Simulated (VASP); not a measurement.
Here is a VASP 6.6.1 calculation.

Contents of INCAR:

```
SYSTEM = TeW
PREC     = Accurate       ! precision mode
ENCUT    = 520            ! plane-wave cutoff, eV
EDIFF    = 1E-6           ! SCF threshold, eV
ISMEAR   = 0              ! smearing method
SIGMA    = 0.1            ! smearing width, eV
LREAL    = .FALSE.        ! projectors in reciprocal space
LASPH    = .TRUE.         ! aspherical terms in the spheres
NELM     = 150            ! most SCF steps
ALGO     = Normal         ! electronic algorithm
ISIF     = 2              ! what is computed and relaxed
LWAVE    = .FALSE.        ! write WAVECAR
LCHARG   = .FALSE.        ! write CHGCAR
ISPIN    = 2              ! spin polarisation
MAGMOM   = 1 0            ! initial moments
LORBIT   = 11             ! projections on sites
LMAXMIX  = 4              ! l up to which the mixer works
GGA      = PE             ! functional
NBANDS   = 21             ! bands
```

The input KPOINTS:

```
Automatic mesh
0
G
  12 12 12
  0 0 0
```

POSCAR

```
TeW
1.0
    0.0000000000      3.0618296945      3.0618296945
    3.0618296945      0.0000000000      3.0618296945
    3.0618296945      3.0618296945      0.0000000000
W Te
1 1
Direct
    0.0000000000      0.0000000000      0.0000000000
    0.2500000000      0.2500000000      0.2500000000
```

Potentials or basis: VASP PAW PBE potentials, release 64 (W_sv, Te).

Launch:

```console
$ cat potpaw_PBE.64/W_sv/POTCAR potpaw_PBE.64/Te/POTCAR > POTCAR
$ mpirun -np 1 vasp_std > vasp.out
```

(1) Estimate the net moment.

(2) Predict the pressure.

Results:

(1) 1.40 μB per cell.

(2) 0.0 GPa.
